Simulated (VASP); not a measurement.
A run of VASP 6.6.1:

Contents of POSCAR:

```
InSe
1.0
    2.0105578886      1.1607961382      8.4106658750
   -2.0105578886      1.1607961382      8.4106658750
    0.0000000000     -2.3215922764      8.4106658750
In Se
2 2
Direct
    0.0004771570      0.0004771570      0.0004771570
    0.1108703962      0.1108703962      0.1108703962
    0.6169580828      0.6169580828      0.6169580828
    0.8276943640      0.8276943640      0.8276943640
```

Contents of INCAR.step1:

```
  PREC = Accurate
  ENCUT = 520
  ISMEAR = 0
  SIGMA = 0.01
  LREAL = False
  LASPH = True
  NELM = 60
  NBANDS = 27
  GGA = PE
  ALGO = Normal
  EDIFF = 1E-4
  LWAVE = True
  LCHARG = False
```

The input INCAR.step2:

```
  PREC = Accurate
  ENCUT = 520
  EDIFF = 1E-7
  ISMEAR = 0
  SIGMA = 0.01
  LREAL = False
  LASPH = True
  NELM = 60
  ALGO = Normal
  ISIF = 2
  LWAVE = False
  LCHARG = False
  METAGGA = R2SCAN
  LMIXTAU = True
  NBANDS = 27
  ISTART = 1
```

KPOINTS

```
regular mesh
0
Gamma
  4 4 4
```

Potentials or basis: VASP PAW PBE potentials, release 64 (In_d, Se).

The run is started by

```sh
$ cat potpaw_PBE.64/In_d/POTCAR potpaw_PBE.64/Se/POTCAR > POTCAR
$ cp INCAR.step1 INCAR
$ mpirun -np 1 vasp_std > vasp.out
$ cp INCAR.step2 INCAR
$ mpirun -np 1 vasp_std > vasp.out
```

Hardware: 1 thread of Intel(R) Xeon(R) Platinum 8259CL CPU @ 2.50GHz (Skylake/Cascade Lake), on a shared host.

Q: Estimate the wall time of this run.

A: Run time: 26 min on 1 thread of Intel(R) Xeon(R) Platinum 8259CL CPU @ 2.50GHz (Skylake/Cascade Lake) (shared host), peak memory 0.78 GiB. Counts: k points 13.
